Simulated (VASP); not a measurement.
A run of VASP 6.6.1 is set up as follows.

The input POSCAR:

```
HfO3
1.0
    4.0252676742      0.0000000000      0.0022939998
    0.0000000000      3.2317838221      0.0000000000
   -0.9413961891      0.0000000000      7.1518092014
Hf O
2 6
Direct
    0.2877331174      0.7500000000      0.6619689590
    0.7122668826      0.2500000000      0.3380310410
    0.8589433485      0.7500000000      0.1750744071
    0.1410566515      0.2500000000      0.8249255929
    0.2393896166      0.2500000000      0.4547278440
    0.7606103834      0.7500000000      0.5452721560
    0.5116080474      0.2500000000      0.8248897852
    0.4883919526      0.7500000000      0.1751102148
```

Contents of INCAR.step1:

```
PREC = Accurate
ENCUT = 520
ISMEAR = 0
SIGMA = 0.02
LREAL = False
LASPH = True
NELM = 60
NBANDS = 38
GGA = PE
ALGO = Normal
EDIFF = 1E-4
LWAVE = True
LCHARG = False
```

Contents of INCAR.step2:

```
PREC = Accurate
ENCUT = 520
EDIFF = 1E-7
ISMEAR = 0
SIGMA = 0.02
LREAL = False
LASPH = True
NELM = 60
ALGO = Normal
ISIF = 2
LWAVE = False
LCHARG = False
METAGGA = R2SCAN
LMIXTAU = True
NBANDS = 38
ISTART = 1
```

KPOINTS

```
Automatic mesh
0
Gamma
  6 8 4
```

Potentials or basis: VASP PAW PBE potentials, release 64 (Hf_pv, O).

Command:

```bash
$ cat potpaw_PBE.64/Hf_pv/POTCAR potpaw_PBE.64/O/POTCAR > POTCAR
$ cp INCAR.step1 INCAR
$ mpirun -np 1 vasp_std > vasp.out
$ cp INCAR.step2 INCAR
$ mpirun -np 1 vasp_std > vasp.out
```

(1) What does it give for the pressure?

(2) Predict the band gap on the k mesh.

(3) Estimate the largest force.

Answers

(1) -2.2 GPa.

(2) 4.05 eV (least direct gap 4.21 eV).

(3) 0.284 eV/Å.

Caveat: the PAW data sets were made with another functional, which shifts forces and pressure a little; spin-orbit coupling is left out, which moves the levels of the heavy elements.
